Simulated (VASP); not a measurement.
# TiO2 (I4_1/amd) in VASP: further runs

The runs below take TiO2 through single point, with PBEsol.

All numbers are computed with VASP 6.6.1; they aren't measurements. Logs are shortened: lines on timing, memory, paths and dates and some standing lists are left out, and cuts for length are marked.

## (1) The cell of the first run

Symmetry: I4_1/amd, No. 141, tetragonal system. The conventional cell has a = 3.778 Å, b = 3.778 Å, c = 9.584 Å, α = 90.00°, β = 90.00°, γ = 90.00°. Ti (site symmetry -4m2) has 6 O at 1.93 to 1.99 Å within 2.6 Å. Within 2.6 Å of O (site symmetry 2mm) lie 3 Ti at 1.93 to 1.99 Å and 2 O at 2.46 Å.

## (2) Single point, PBEsol

INCAR reads:

```
  PREC = Accurate
  ENCUT = 520
  EDIFF = 1E-6
  ISMEAR = 0
  SIGMA = 0.01
  LREAL = False
  LASPH = True
  NELM = 100
  ALGO = Normal
  ISIF = 2
  LWAVE = False
  LCHARG = False
  GGA = PS
  NBANDS = 33
```

KPOINTS reads:

```
Automatic mesh
0
Gamma
  6 6 6
```

POSCAR reads:

```
TiO2
1.0
    2.6712058798     -2.6712807098     -0.0199768479
    2.6712058798      2.6712807098     -0.0199768479
   -2.6352899486      0.0000000000      4.8119333815
Ti O
2 4
Direct
    0.1250075032      0.8749924968      0.2500000000
    0.8749924968      0.1250075032      0.7500000000
    0.3322533869      0.0822599343      0.6645088159
    0.6677466131      0.9177400657      0.3354911841
    0.9177400657      0.6677466131      0.8354911841
    0.0822599343      0.3322533869      0.1645088159
```

Potentials or basis: VASP PAW PBE potentials, release 64 (Ti_sv, O).

The run is started by

```bash
$ cat potpaw_PBE.64/Ti_sv/POTCAR potpaw_PBE.64/O/POTCAR > POTCAR
$ mpirun -np 1 vasp_std > vasp.out
```

OUTCAR:

```text
PREC = Accurate
   ENCUT = 520
   EDIFF = 1E-6
   ISMEAR = 0
   LREAL = False
   LASPH = True
   NELM = 100
   ISIF = 2
   GGA = PS

 ion  position               nearest neighbor table
   1  0.125  0.875  0.250-   4 1.93   6 1.93   6 1.93   4 1.93   3 1.99   5 1.99
   2  0.875  0.125  0.750-   5 1.93   3 1.93   5 1.93   3 1.93   6 1.99   4 1.99
   3  0.332  0.082  0.665-   2 1.93   2 1.93   1 1.99
   4  0.668  0.918  0.335-   1 1.93   1 1.93   2 1.99
   5  0.918  0.668  0.835-   2 1.93   2 1.93   1 1.99
   6  0.082  0.332  0.165-   1 1.93   1 1.93   2 1.99

  LATTYP: Found a body centered tetragonal cell.
 ALAT       =     3.7777613156
 C/A-ratio  =     2.5370004758

  Lattice vectors:

 A1 = (  -0.0359159312,  -2.6712807098,  -4.7919565336)
 A2 = (  -0.0359159312,   2.6712807098,  -4.7919565336)
 A3 = (   2.7071218110,   0.0000000000,   4.7719796857)

Analysis of symmetry for initial positions (statically):
=====================================================================
 Subroutine PRICEL returns:
 Original cell was already a primitive cell.

 Routine SETGRP: Setting up the symmetry group for a
 body centered tetragonal supercell.

 Subroutine GETGRP returns: Found  4 space group operations
 (whereof  2 operations were pure point group operations)
 out of a pool of 16 trial point group operations.

The static configuration has the point symmetry S_2 .
 The point group associated with its full space group is C_2h.

Analysis of symmetry for dynamics (positions and initial velocities):
=====================================================================
 Subroutine PRICEL returns:
 Original cell was already a primitive cell.

 Routine SETGRP: Setting up the symmetry group for a
 body centered tetragonal supercell.

 Subroutine GETGRP returns: Found  4 space group operations
 (whereof  2 operations were pure point group operations)
 out of a pool of 16 trial point group operations.

The dynamic configuration has the point symmetry S_2 .
 The point group associated with its full space group is C_2h.

 Subroutine INISYM returns: Found  4 space group operations
 (whereof  2 operations are pure point group operations),
 and found     1 'primitive' translations

----------------------------------------------------------------------------------------

                                     Primitive cell

  volume of cell :      68.3902

  direct lattice vectors                    reciprocal lattice vectors
     2.671205880 -2.671280710 -0.019976848     0.187951171 -0.187176135  0.102932812
     2.671205880  2.671280710 -0.019976848     0.187951171  0.187176135  0.102932812
    -2.635289949  0.000000000  4.811933382     0.001560567  0.000000000  0.208671332

  length of vectors
     3.777761316  3.777761316  5.486297110     0.284527173  0.284527173  0.208677167

  position of ions in fractional coordinates (direct lattice)
     0.125007503  0.874992497  0.250000000
     0.874992497  0.125007503  0.750000000
     0.332253387  0.082259934  0.664508816
     0.667746613  0.917740066  0.335491184
     0.917740066  0.667746613  0.835491184
     0.082259934  0.332253387  0.164508816

  ion indices of the primitive-cell ions
   primitive index   ion index
                 1           1
                 2           2
                 3           3
                 4           4
                 5           5
                 6           6

----------------------------------------------------------------------------------------

 KPOINTS: Automatic mesh

Automatic generation of k-mesh.
 Grid dimensions read from file:
 generate k-points for:    6    6    6

 Generating k-lattice:

  Cartesian coordinates                     Fractional coordinates (reciprocal lattice)
     0.031325195 -0.031196023  0.017155469     0.166666667 -0.000000000  0.000000000
     0.031325195  0.031196023  0.017155469    -0.000000000  0.166666667  0.000000000
     0.000260094  0.000000000  0.034778555     0.000000000  0.000000000  0.166666667

  Length of vectors
     0.047421195  0.047421195  0.034779528

  Shift w.r.t. Gamma in fractional coordinates (k-lattice)
     0.000000000  0.000000000  0.000000000

 Subroutine IBZKPT returns following result:
 ===========================================

 Found     68 irreducible k-points:

 Following reciprocal coordinates:
            Coordinates               Weight
  0.000000  0.000000  0.000000      1.000000
  0.166667  0.000000  0.000000      4.000000
 -0.000000 -0.166667  0.166667      4.000000
  0.333333  0.000000  0.000000      4.000000
 -0.000000 -0.333333  0.333333      4.000000
  0.500000  0.000000  0.000000      2.000000
[... 16 lines left out ...]
 -0.166667  0.166667  0.000000      2.000000
  0.166667  0.166667 -0.166667      2.000000
 [... further k-points ...]
   k-points           NKPTS =     68   k-points in BZ     NKDIM =     68   number of bands    NBANDS=     33
   number of dos      NEDOS =    301   number of ions     NIONS =      6
   total plane-waves  NPLWV =  32928
   dimension x,y,z NGX =    28 NGY =   28 NGZ =   42
   dimension x,y,z NGXF=    56 NGYF=   56 NGZF=   84
   ions per type =               2   4
   NGX,Y,Z   is equivalent  to a cutoff of  12.32, 12.32, 12.73 a.u.
   NGXF,Y,Z  is equivalent  to a cutoff of  24.64, 24.64, 25.45 a.u.
 SYSTEM =  unknown system
   PREC   = accura    normal or accurate (medium, high low for compatibility)
   ISTART =      0    job   : 0-new  1-cont  2-samecut
   ICHARG =      2    charge: 1-file 2-atom 10-const
   ISPIN  =      1    spin polarized calculation?
   LNONCOLLINEAR =      F non collinear calculations
   LSORBIT =      F    spin-orbit coupling
   LASPH  =      T    aspherical Exc in radial PAW
   ENCUT  =  520.0 eV  38.22 Ry    6.18 a.u.   7.02  7.02 10.20*2*pi/ulx,y,z
   NELM   =    100;   NELMIN=  2; NELMDL= -5     # of ELM steps
   EDIFF  = 0.1E-05   stopping-criterion for ELM
   LREAL  =      F    real-space projection
   EDIFFG = 0.1E-04   stopping-criterion for IOM
   NSW    =      0    number of steps for IOM
   IBRION =     -1    ionic relax: 0-MD 1-quasi-New 2-CG
   NFREE  =      0    steps in history (QN), initial steepest desc. (CG)
   ISIF   =      2    stress and relaxation
   ISYM   =      2    0-nonsym 1-usesym 2-fastsym
   POTIM  = 0.5000    time-step for ionic-motion
   TEBEG  =    0.0;   TEEND  =   0.0 temperature during run
   PSTRESS=    0.0 pullay stress
   NELECT =      48.0000    total number of electrons
   NUPDOWN=      -1.0000    fix difference up-down
   EMIN   =  10.00;   EMAX   =-10.00  energy-range for DOS
   EFERMI =   0.00;   METHOD = LEGACY
   ISMEAR =     0;   SIGMA  =   0.01  broadening in eV -4-tet -1-fermi 0-gaus
   EFERMI_NEDOS =   21; number of points for ismear=-14 and -15
   IALGO  =     38    algorithm
   IMIX   =      4    mixing-type and parameters
     AMIX     =   0.40;   BMIX     =  1.00
     AMIX_MAG =   1.60;   BMIX_MAG =  1.00
  volume/ion in A,a.u.               =      11.40        76.92
  Fermi-wavevector in a.u.,A,eV,Ry     =   1.454869  2.749304 28.798686  2.116644
  Thomas-Fermi vector in A             =   2.571970
   LORBIT       =      0    0 simple, 1 ext, 2 COOP (PROOUT), +10 PAW based schemes
   GGA     = PS    functional components
   LHFCALC =     F    Hartree Fock is set to
   AEXX    =    0.0000 exact exchange contribution
   IVDW    =     0    specifies the selected vdW correction
   LEPSILON=     F    determine dielectric tensor
   LRPA    =     F    only Hartree local field effects (RPA)
 non-spin polarized calculation
 Gauss-broadening in eV      SIGMA  =   0.01
  energy-cutoff  :      520.00
  volume of cell :       68.39
 maximum number of plane-waves:      1858
   NGX = 15   NGY = 15   NGZ = 21

 number of electron      47.9999995 magnetization

 Free energy of the ion-electron system (eV)
  ---------------------------------------------------
  ext. energy  EPLUGINS =         0.00000000
  ---------------------------------------------------
  free energy    TOTEN  =       -56.21797587 eV

  energy without entropy =      -56.21797587  energy(sigma->0) =      -56.21797587

 E-fermi :   3.2764     XC(G=0): -10.9949

 val. band max:        3.1945121190   @ k =   0.5000   0.5000   0.0000
 cond. band min:       5.3236078280   @ k =   0.0000   0.0000   0.0000
 fundamental gap:      2.1290957090
 Fermi energy:         3.2764444225

 k-point     1 :       0.0000    0.0000    0.0000
  band No.  band energies     occupation
      1     -52.8865      2.00000
      2     -52.8265      2.00000
      3     -29.4680      2.00000
      4     -29.2252      2.00000
      5     -29.2252      2.00000
      6     -29.1544      2.00000
[... 25 lines left out ...]
     32       8.5442      0.00000
     33       8.6186      0.00000

 k-point     2 :       0.1667    0.0000    0.0000
  band No.  band energies     occupation
      1     -52.8830      2.00000
      2     -52.8288      2.00000
      3     -29.4605      2.00000
      4     -29.2590      2.00000
      5     -29.2276      2.00000
      6     -29.1683      2.00000
[... 25 lines left out ...]
     32       8.8950      0.00000
     33       9.1995      0.00000

 k-point     3 :      -0.0000   -0.1667    0.1667
  band No.  band energies     occupation
      1     -52.8830      2.00000
      2     -52.8288      2.00000
      3     -29.4605      2.00000
      4     -29.2590      2.00000
      5     -29.2276      2.00000
      6     -29.1683      2.00000
[... 25 lines left out ...]
     32       8.8950      0.00000
     33       9.1993      0.00000

 k-point     4 :       0.3333    0.0000    0.0000
  band No.  band energies     occupation
      1     -52.8746      2.00000
      2     -52.8349      2.00000
      3     -29.4459      2.00000
      4     -29.3241      2.00000
      5     -29.2317      2.00000
      6     -29.1884      2.00000
[... 673 lines left out ...]
     32       9.8979      0.00000
     33      10.0351      0.00000

 k-point    23 :      -0.1667    0.1667    0.0000
  band No.  band energies     occupation
      1     -52.8813      2.00000
      2     -52.8293      2.00000
      3     -29.4648      2.00000
      4     -29.2719      2.00000
      5     -29.2417      2.00000
      6     -29.1820      2.00000
[... 25 lines left out ...]
     32       9.4847      0.00000
     33       9.8807      0.00000

 k-point    24 :       0.1667    0.1667   -0.1667
  band No.  band energies     occupation
      1     -52.8813      2.00000
      2     -52.8293      2.00000
      3     -29.4648      2.00000
      4     -29.2719      2.00000
      5     -29.2417      2.00000
      6     -29.1820      2.00000
[... 25 lines left out ...]
     32       9.4846      0.00000
     33       9.5308      0.00000

 [... further k-points ...]

------------------------ aborting loop because EDIFF is reached ----------------------------------------

  FORCE on cell =-STRESS in cart. coord.  units (eV):
  Direction    XX          YY          ZZ          XY          YZ          ZX
  --------------------------------------------------------------------------------------
  -------------------------------------------------------------------------------------
  Total       -0.3758010     -0.3758963     -0.3065183      0.0000000      0.0000000     -0.0001046
  in kB       -8.8038853     -8.8061198     -7.1808000      0.0000000      0.0000000     -0.0024496
  external PRESSURE =      -8.2636017 kB  Pullay stress =       0.0000000 kB

 VOLUME and BASIS-vectors are now :
 -----------------------------------------------------------------------------
  energy-cutoff  :      520.00
  volume of cell :       68.39
      direct lattice vectors                 reciprocal lattice vectors
     2.671205880 -2.671280710 -0.019976848     0.187951171 -0.187176135  0.102932812
     2.671205880  2.671280710 -0.019976848     0.187951171  0.187176135  0.102932812
    -2.635289949  0.000000000  4.811933382     0.001560567  0.000000000  0.208671332

 POSITION                                       TOTAL-FORCE (eV/Angst)
 -----------------------------------------------------------------------------------
      2.01238      2.00342      1.18301         0.000000      0.000098      0.000000
      0.69474     -2.00342      3.58897         0.000000     -0.000098      0.000000
     -0.64392     -0.66780      3.18929        -0.000083      0.000060     -0.000255
      3.35104      0.66780      1.58269         0.000083     -0.000060      0.000255
      2.03340     -0.66780      3.98865         0.000083      0.000060      0.000255
      0.67372      0.66780      0.78332        -0.000083     -0.000060     -0.000255
 -----------------------------------------------------------------------------------
    total drift:                                0.000000      0.000000      0.000000

  FREE ENERGIE OF THE ION-ELECTRON SYSTEM (eV)
  ---------------------------------------------------
  free  energy   TOTEN  =       -56.2179758711 eV

  energy  without entropy=      -56.2179758711  energy(sigma->0) =      -56.21797587
```

It took 2.5 min on 1 thread of Intel Xeon Platinum 8488C (Sapphire Rapids), shared host; peak memory 0.25 GiB.

Results:

| Property | Result |
| --- | --- |
| Free energy | -56.2180 eV |
| Pressure | -0.8 GPa |
| Band gap on the k mesh | 2.13 eV (least direct gap 2.42 eV) |

Caveat: the PAW data sets were made with another functional, which shifts forces and pressure a little. A k mesh can miss the band edges.

## (3) Single point, PBEsol

INCAR reads:

```
SYSTEM = TiO2
PREC = Accurate ; ENCUT = 520
EDIFF = 1E-6 ; ISMEAR = 0
SIGMA = 0.01 ; LREAL = .False.
LASPH = .True. ; NELM = 80
ALGO = Normal ; ISIF = 2
LWAVE = .False. ; LCHARG = .True.
GGA = PS ; LELF = .True.
LVHAR = .True. ; NBANDS = 33
```

KPOINTS reads:

```
Automatic mesh
0
Gamma
  6 6 6
  0 0 0
```

POSCAR is that of step 2.

Potentials or basis: VASP PAW PBE potentials, release 64 (Ti_sv, O).

The run is started by

```bash
$ cat potpaw_PBE.64/Ti_sv/POTCAR potpaw_PBE.64/O/POTCAR > POTCAR
$ mpirun -np 1 vasp_std > vasp.out
```

Wall time 2.9 min (1 thread of Intel Xeon Platinum 8488C (Sapphire Rapids), shared host); peak memory 0.25 GiB.

It converged, with:

```
Free energy            : -56.2180 eV
Pressure               : -0.8 GPa
Band gap on the k mesh : 2.13 eV (least direct gap 2.42 eV)
```

Stress tensor (GPa, compression positive):
```
-0.88  0.00  0.00
 0.00 -0.88  0.00
 0.00  0.00 -0.72
```

Levels at points of the mesh, in eV from the valence-band top:
```csv
k point,band 21,band 22,band 23,band 24,band 25,band 26,band 27,band 28
"(0.00, 0.00, 0.00)",-0.73,-0.73,-0.41,-0.41,2.13,2.87,4.06,4.06
"(0.50, 0.00, 0.00)",-1.93,-0.90,-0.79,-0.60,3.27,3.59,3.61,3.67
"(0.00, 0.50, 0.50)",-1.93,-0.90,-0.79,-0.60,3.27,3.59,3.61,3.67
"(0.50, 0.50, 0.00)",-2.03,-2.03,0.00,0.00,3.34,3.34,3.84,3.84
"(0.50, 0.50, 0.50)",-2.03,-2.03,0.00,0.00,3.34,3.34,3.84,3.84
"(0.00, 0.00, 0.50)",-1.22,-1.22,-0.06,-0.06,2.48,2.48,3.81,3.81
```

Caveat: the PAW data sets were made with another functional, which shifts forces and pressure a little. A k mesh can miss the band edges.

## (4) Single point, PBEsol

INCAR reads:

```
SYSTEM = TiO2
PREC     = Accurate       ! precision mode
ENCUT    = 520            ! plane-wave cutoff, eV
EDIFF    = 1E-7           ! SCF threshold, eV
ISMEAR   = 0              ! smearing method
SIGMA    = 0.01           ! smearing width, eV
LREAL    = .False.        ! projectors in reciprocal space
LASPH    = .True.         ! aspherical terms in the spheres
NELM     = 100            ! most SCF steps
ALGO     = Normal         ! electronic algorithm
ISIF     = 2              ! what is computed and relaxed
LWAVE    = .False.        ! write WAVECAR
LCHARG   = .False.        ! write CHGCAR
GGA      = PS             ! functional
NBANDS   = 33             ! bands
```

KPOINTS reads:

```
Automatic mesh
0
Gamma
  6 6 6
  0 0 0.5
```

POSCAR is that of step 3.

The run is started by

```bash
$ cat potpaw_PBE.64/Ti_sv/POTCAR potpaw_PBE.64/O/POTCAR > POTCAR
$ mpirun -np 1 vasp_std > vasp.out
```

It took 2.8 min on 1 thread of Intel Xeon Platinum 8488C (Sapphire Rapids), shared host; peak memory 0.24 GiB.

It converged, with:

```
Free energy            : -56.2181 eV
Pressure               : -0.8 GPa
Band gap on the k mesh : 2.17 eV (least direct gap 2.41 eV)
```

Stress tensor (GPa, compression positive):
```
-0.90  0.00  0.00
 0.00 -0.90  0.00
 0.00  0.00 -0.74
```

Levels at points of the mesh, in eV from the valence-band top:
```csv
k point,band 22,band 23,band 24,band 25,band 26,band 27
"(0.00, 0.00, 0.08)",-0.76,-0.34,-0.34,2.17,2.88,4.02
```

Caveat: the PAW data sets were made with another functional, which shifts forces and pressure a little; a shifted mesh leaves out Γ, where band edges can lie.

(Continued in part 2 of 2.)
